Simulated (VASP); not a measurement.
# MgO in VASP: a series of runs

MgO is run at these levels: r2SCAN+D4, BLYP; tasks: single point, relaxation of the atoms.

All numbers are computed with VASP 6.6.1; they aren't measurements. Logs are shortened: lines on timing, memory, paths and dates and some standing lists are left out, and cuts for length are marked.

### 1 The cell of the first run

It takes space group Fm-3m (No. 225, cubic). The conventional cell has a = 4.194 Å, b = 4.194 Å, c = 4.194 Å, α = 90.00°, β = 90.00°, γ = 90.00°. Mg (site symmetry m-3m) has 6 O at 2.10 Å within 2.8 Å. Within 2.8 Å of O (site symmetry m-3m) lie 6 Mg at 2.10 Å.

### 2 Single point, r2SCAN+D4, non-collinear spin, zero start, spin-orbit coupling

File POSCAR:

```
MgO
1.0
    0.0000000000      2.0970013927      2.0970013927
    2.0970013927      0.0000000000      2.0970013927
    2.0970013927      2.0970013927      0.0000000000
Mg O
1 1
Direct
    0.0000000000      0.0000000000      0.0000000000
    0.5000000000      0.5000000000      0.5000000000
```

File INCAR.step1:

```
ALGO = Normal ; EDIFF = 1E-4
ENCUT = 520 ; GGA = PE
GGA_COMPAT = False ; ISMEAR = 1
LASPH = True ; LCHARG = False
LREAL = False ; LSORBIT = True
LWAVE = True ; MAGMOM = 0 0 0 0 0 0
NBANDS = 20 ; NELM = 150
PREC = Accurate ; SIGMA = 0.15
```

File INCAR.step2:

```
ALGO = Normal ; EDIFF = 1E-6
ENCUT = 520 ; GGA_COMPAT = False
ISIF = 2 ; ISMEAR = 1
ISTART = 1 ; IVDW = 13
LASPH = True ; LCHARG = False
LMIXTAU = True ; LORBIT = 11
LORBMOM = True ; LREAL = False
LSORBIT = True ; LWAVE = False
MAGMOM = 0 0 0 0 0 0 ; METAGGA = R2SCAN
NBANDS = 20 ; NELM = 150
PREC = Accurate ; SIGMA = 0.15
VDW_A1 = 0.51559235 ; VDW_A2 = 5.77342911
VDW_S6 = 1.0 ; VDW_S8 = 0.6018749
```

File KPOINTS:

```
k-points
0
Gamma
  11 11 11
```

Potentials or basis: VASP PAW PBE potentials, release 64 (Mg, O).

The run is started by

```
$ cat potpaw_PBE.64/Mg/POTCAR potpaw_PBE.64/O/POTCAR > POTCAR
$ cp INCAR.step1 INCAR
$ mpirun -np 1 vasp_ncl > vasp.out
$ cp INCAR.step2 INCAR
$ mpirun -np 1 vasp_ncl > vasp.out
```

OUTCAR:

```text
EDIFF = 1E-6
   ENCUT = 520
   ISIF = 2
   ISMEAR = 1
   ISTART = 1
   IVDW = 13
   LASPH = True
   LORBIT = 11
   LREAL = False
   LSORBIT = True
   METAGGA = R2SCAN
   NELM = 150
   PREC = Accurate

 ion  position               nearest neighbor table
   1  0.000  0.000  0.000-   2 2.10   2 2.10   2 2.10   2 2.10   2 2.10   2 2.10
   2  0.500  0.500  0.500-   1 2.10   1 2.10   1 2.10   1 2.10   1 2.10   1 2.10

  LATTYP: Found a face centered cubic cell.
 ALAT       =     4.1940027854

  Lattice vectors:

 A1 = (   0.0000000000,   2.0970013927,   2.0970013927)
 A2 = (   2.0970013927,   0.0000000000,   2.0970013927)
 A3 = (   2.0970013927,   2.0970013927,   0.0000000000)

Analysis of symmetry for initial positions (statically):
=====================================================================
 Subroutine PRICEL returns:
 Original cell was already a primitive cell.

 Routine SETGRP: Setting up the symmetry group for a
 face centered cubic supercell.

 Subroutine GETGRP returns: Found 48 space group operations
 (whereof 48 operations were pure point group operations)
 out of a pool of 48 trial point group operations.

The static configuration has the point symmetry O_h .

Analysis of symmetry for dynamics (positions and initial velocities):
=====================================================================
 Subroutine PRICEL returns:
 Original cell was already a primitive cell.

 Routine SETGRP: Setting up the symmetry group for a
 face centered cubic supercell.

 Subroutine GETGRP returns: Found 48 space group operations
 (whereof 48 operations were pure point group operations)
 out of a pool of 48 trial point group operations.

The dynamic configuration has the point symmetry O_h .

Analysis of structural, dynamic, and magnetic symmetry:
=====================================================================
 Subroutine PRICEL returns:
 Original cell was already a primitive cell.

 Routine SETGRP: Setting up the symmetry group for a
 face centered cubic supercell.

 Subroutine GETGRP returns: Found 48 space group operations
 (whereof 48 operations were pure point group operations)
 out of a pool of 48 trial point group operations.

The overall configuration has the point symmetry O_h .

 Subroutine INISYM returns: Found 48 space group operations
 (whereof 48 operations are pure point group operations),
 and found     1 'primitive' translations

----------------------------------------------------------------------------------------

                                     Primitive cell

  volume of cell :      18.4428

  direct lattice vectors                    reciprocal lattice vectors
     0.000000000  2.097001393  2.097001393    -0.238435702  0.238435702  0.238435702
     2.097001393  0.000000000  2.097001393     0.238435702 -0.238435702  0.238435702
     2.097001393  2.097001393  0.000000000     0.238435702  0.238435702 -0.238435702

  length of vectors
     2.965607810  2.965607810  2.965607810     0.412982751  0.412982751  0.412982751

  position of ions in fractional coordinates (direct lattice)
     0.000000000  0.000000000  0.000000000
     0.500000000  0.500000000  0.500000000

  ion indices of the primitive-cell ions
   primitive index   ion index
                 1           1
                 2           2

----------------------------------------------------------------------------------------

 KPOINTS: k-points

Automatic generation of k-mesh.
 Grid dimensions read from file:
 generate k-points for:   11   11   11

 Generating k-lattice:

[... 96 lines left out ...]
 NGX is ok and might be reduce to    24
   NGX = 11   NGY = 11   NGZ = 11

 number of electron       8.0000004 magnetization       0.0000000      0.0000000     -0.0000000

 number of electron       8.0000004 magnetization      -0.0000000     -0.0000000     -0.0000000

 number of electron       8.0000004 magnetization       0.0000000      0.0000000      0.0000000

 Free energy of the ion-electron system (eV)
  ---------------------------------------------------
  ext. energy  EPLUGINS =         0.00000000
  ---------------------------------------------------
  free energy    TOTEN  =       -16.16120783 eV

  energy without entropy =      -16.16182414  energy(sigma->0) =      -16.16141326

 E-fermi :   2.9167     XC(G=0): -11.6614

 val. band max:        2.8833038237   @ k =   0.0000   0.0000   0.0000
 cond. band min:       8.6065084893   @ k =   0.0000   0.0000   0.0000
 fundamental gap:      5.7232046656
 Fermi energy:         2.9166901792

 k-point     1 :       0.0000    0.0000    0.0000
  band No.  band energies     occupation
      1     -15.3960      1.00000
      2     -15.3960      1.00000
      3       2.8462      0.85332
      4       2.8462      0.85332
      5       2.8833      0.68330
      6       2.8833      0.68330
[... 541 lines left out ...]
     19      25.6426      0.00000
     20      25.6426      0.00000

 [... further k-points ...]

------------------------ aborting loop because EDIFF is reached ----------------------------------------

  DFT-D4 for vdW energy calculation

  Edisp (eV):   -0.13415

  FORCE on cell =-STRESS in cart. coord.  units (eV):
  Direction    XX          YY          ZZ          XY          YZ          ZX
  --------------------------------------------------------------------------------------
  -------------------------------------------------------------------------------------
  Total      -0.13412    -0.13412    -0.13412     0.00000     0.00000     0.00000
  in kB     -11.65170   -11.65170   -11.65170     0.00000     0.00000     0.00000
  external pressure =      -11.65 kB  Pullay stress =        0.00 kB

 VOLUME and BASIS-vectors are now :
 -----------------------------------------------------------------------------
  energy-cutoff  :      520.00
  volume of cell :       18.44
      direct lattice vectors                 reciprocal lattice vectors
     0.000000000  2.097001393  2.097001393    -0.238435702  0.238435702  0.238435702
     2.097001393  0.000000000  2.097001393     0.238435702 -0.238435702  0.238435702
     2.097001393  2.097001393  0.000000000     0.238435702  0.238435702 -0.238435702

 POSITION                                       TOTAL-FORCE (eV/Angst)
 -----------------------------------------------------------------------------------
      0.00000      0.00000      0.00000        -0.000000      0.000000     -0.000000
      2.09700      2.09700      2.09700         0.000000     -0.000000      0.000000
 -----------------------------------------------------------------------------------
    total drift:                               -0.000000     -0.000000     -0.000000

  FREE ENERGIE OF THE ION-ELECTRON SYSTEM (eV)
  ---------------------------------------------------
  free  energy   TOTEN  =       -16.2953611842 eV

  energy  without entropy=      -16.2959774923  energy(sigma->0) =      -16.29556662

 orbital moment (x)

 # of ion     p       d       tot
 ----------------------------------------
  1         0.000   0.000   0.000
  2         0.000   0.000   0.000
 ----------------------------------------
            0.000   0.000   0.000

 orbital moment (y)

 # of ion     p       d       tot
 ----------------------------------------
  1         0.000  -0.000  -0.000
  2         0.000   0.000   0.000
 ----------------------------------------
            0.000  -0.000  -0.000

 orbital moment (z)

 # of ion     p       d       tot
 ----------------------------------------
  1         0.000   0.000   0.000
  2        -0.000   0.000  -0.000
 ----------------------------------------
           -0.000   0.000  -0.000

 Spin-Orbit-Coupling matrix elements

 Ion:    1  E_soc:     -0.0000347
 l=   1
     0.0000000    -0.0000058    -0.0000058
    -0.0000058     0.0000000    -0.0000058
    -0.0000058    -0.0000058     0.0000000
 l=   2
     0.0000000     0.0000000     0.0000000     0.0000000    -0.0000000
     0.0000000     0.0000000    -0.0000000     0.0000000    -0.0000000
     0.0000000    -0.0000000     0.0000000    -0.0000000     0.0000000
     0.0000000     0.0000000    -0.0000000     0.0000000    -0.0000000
    -0.0000000    -0.0000000     0.0000000    -0.0000000     0.0000000
 l=   3
     0.0000000     0.0000000     0.0000000     0.0000000     0.0000000     0.0000000     0.0000000
     0.0000000     0.0000000     0.0000000     0.0000000     0.0000000     0.0000000     0.0000000
     0.0000000     0.0000000     0.0000000     0.0000000     0.0000000     0.0000000     0.0000000
     0.0000000     0.0000000     0.0000000     0.0000000     0.0000000     0.0000000     0.0000000
     0.0000000     0.0000000     0.0000000     0.0000000     0.0000000     0.0000000     0.0000000
     0.0000000     0.0000000     0.0000000     0.0000000     0.0000000     0.0000000     0.0000000
     0.0000000     0.0000000     0.0000000     0.0000000     0.0000000     0.0000000     0.0000000

 Ion:    2  E_soc:     -0.0001647
 l=   1
     0.0000000    -0.0000274    -0.0000274
    -0.0000274     0.0000000    -0.0000274
    -0.0000274    -0.0000274     0.0000000
 l=   2
     0.0000000     0.0000000     0.0000000     0.0000000     0.0000000
     0.0000000     0.0000000     0.0000000     0.0000000     0.0000000
     0.0000000     0.0000000     0.0000000     0.0000000     0.0000000
     0.0000000     0.0000000     0.0000000     0.0000000     0.0000000
     0.0000000     0.0000000     0.0000000     0.0000000     0.0000000
 l=   3
     0.0000000     0.0000000     0.0000000     0.0000000     0.0000000     0.0000000     0.0000000
     0.0000000     0.0000000     0.0000000     0.0000000     0.0000000     0.0000000     0.0000000
     0.0000000     0.0000000     0.0000000     0.0000000     0.0000000     0.0000000     0.0000000
     0.0000000     0.0000000     0.0000000     0.0000000     0.0000000     0.0000000     0.0000000
     0.0000000     0.0000000     0.0000000     0.0000000     0.0000000     0.0000000     0.0000000
     0.0000000     0.0000000     0.0000000     0.0000000     0.0000000     0.0000000     0.0000000
     0.0000000     0.0000000     0.0000000     0.0000000     0.0000000     0.0000000     0.0000000

 total charge

# of ion       s       p       d       tot
------------------------------------------
    1        0.142   0.178   0.076   0.396
    2        1.545   3.595   0.000   5.140
--------------------------------------------------
tot          1.687   3.773   0.076   5.536

 magnetization (x)

# of ion       s       p       d       tot
------------------------------------------
    1        0.000   0.000   0.000   0.000
    2        0.000   0.000   0.000   0.000
--------------------------------------------------
tot          0.000   0.000   0.000   0.000

 magnetization (y)

# of ion       s       p       d       tot
------------------------------------------
    1        0.000  -0.000  -0.000  -0.000
    2        0.000   0.000   0.000   0.000
--------------------------------------------------
tot          0.000   0.000  -0.000   0.000

 magnetization (z)

# of ion       s       p       d       tot
------------------------------------------
    1       -0.000   0.000   0.000   0.000
    2       -0.000  -0.000   0.000  -0.000
--------------------------------------------------
tot         -0.000  -0.000   0.000  -0.000
```

Run time: 88 s. Hardware: 1 thread of Intel Xeon 6975P-C (Granite Rapids), shared host; peak memory 0.24 GiB.

Results:

```yaml
Free_energy: -16.2954 eV
Pressure: -1.2 GPa
Net_moment: 0.00 μB per cell
Valence_electrons_inside_the_program's_atomic_spheres: Mg 0.40; O 5.14
Dispersion_energy_per_atom: -0.067 eV
```

Moments on the atoms (μB; x, y, z):
```
Mg  0.00 0.00 0.00
O   0.00 0.00 0.00
```

Caveat: the PAW data sets were made with another functional, which shifts forces and pressure a little.

### 3 Relaxation of the atoms, BLYP (atoms moved at random)

File INCAR:

```
  AGGAC = 1.0
  AGGAX = 1.0
  ALDAC = 0.0
  ALDAX = 1.0
  ALGO = Normal
  EDIFF = 1E-6
  EDIFFG = -0.01
  ENCUT = 520
  GGA = B5
  IBRION = 2
  ISIF = 2
  ISMEAR = 0
  LASPH = True
  LCHARG = False
  LREAL = False
  LWAVE = False
  NELM = 80
  NSW = 60
  PREC = Accurate
  SIGMA = 0.01
```

File KPOINTS:

```
k-points
0
Gamma
  8 8 8
```

File POSCAR:

```
MgO
1.0
    0.0000000000      2.0970013927      2.0970013927
    2.0970013927      0.0000000000      2.0970013927
    2.0970013927      2.0970013927      0.0000000000
Mg O
1 1
Direct
   -0.0076360000      0.0065980000      0.0021950000
    0.5016500000      0.4989290000      0.5017650000
```

Potentials or basis: VASP PAW PBE potentials, release 64 (Mg, O).

The run is started by

```
$ cat potpaw_PBE.64/Mg/POTCAR potpaw_PBE.64/O/POTCAR > POTCAR
$ mpirun -np 1 vasp_std > vasp.out
```

It took 28 s on 1 thread of Intel Xeon 6975P-C (Granite Rapids), shared host; peak memory 0.17 GiB.

Results (log left out):

```
Free energy               : -11.3236 eV
Energy gained by relaxing : 0.9 meV/atom
Ionic steps               : 3
Pressure after relaxing   : 8.7 GPa
Band gap on the k mesh    : 5.14 eV
```

The path:
```
step  energy change (eV)  largest force (eV/Å)  pressure (GPa)
   1              0.0000                0.1489            8.78
   2             -0.0015                0.0645            8.74
   3             -0.0019                0.0001            8.73
```

Final structure:
```cif
data_structure
_symmetry_space_group_name_H-M 'P 1'
_symmetry_Int_Tables_number 1
_cell_length_a 2.9656
_cell_length_b 2.9656
_cell_length_c 2.9656
_cell_angle_alpha 60.000
_cell_angle_beta 60.000
_cell_angle_gamma 60.000
_cell_volume 18.44
loop_
_atom_site_label
_atom_site_type_symbol
_atom_site_fract_x
_atom_site_fract_y
_atom_site_fract_z
_atom_site_occupancy
Mg1 Mg 0.99700 0.00277 0.00199 1
O1 O 0.49702 0.50276 0.50197 1
```

Levels at points of the mesh, in eV from the valence-band top:
```
           k point  band 1  band 2  band 3  band 4  band 5  band 6  band 7  band 8
(0.00, 0.00, 0.00)  -17.21    0.00    0.00    0.00    5.14   16.06   16.06   16.06
(0.50, 0.00, 0.00)  -15.90   -4.58   -0.66   -0.66    8.32   12.94   16.55   16.55
(0.00, 0.50, 0.00)  -15.90   -4.58   -0.66   -0.66    8.32   12.94   16.55   16.55
(0.00, 0.00, 0.50)  -15.90   -4.58   -0.66   -0.66    8.32   12.94   16.55   16.55
(0.50, 0.50, 0.50)  -15.90   -4.58   -0.66   -0.66    8.32   12.94   16.55   16.55
(0.50, 0.50, 0.00)  -15.64   -4.03   -1.34   -1.34    9.52   10.19   13.50   19.28
(0.00, 0.50, 0.50)  -15.64   -4.03   -1.34   -1.34    9.52   10.19   13.50   19.28
(0.50, 0.00, 0.50)  -15.64   -4.03   -1.34   -1.34    9.52   10.19   13.50   19.28
```

Caveat: the cell differs from its parent crystal (atoms moved at random); the PAW data sets were made with another functional, which shifts forces and pressure a little.
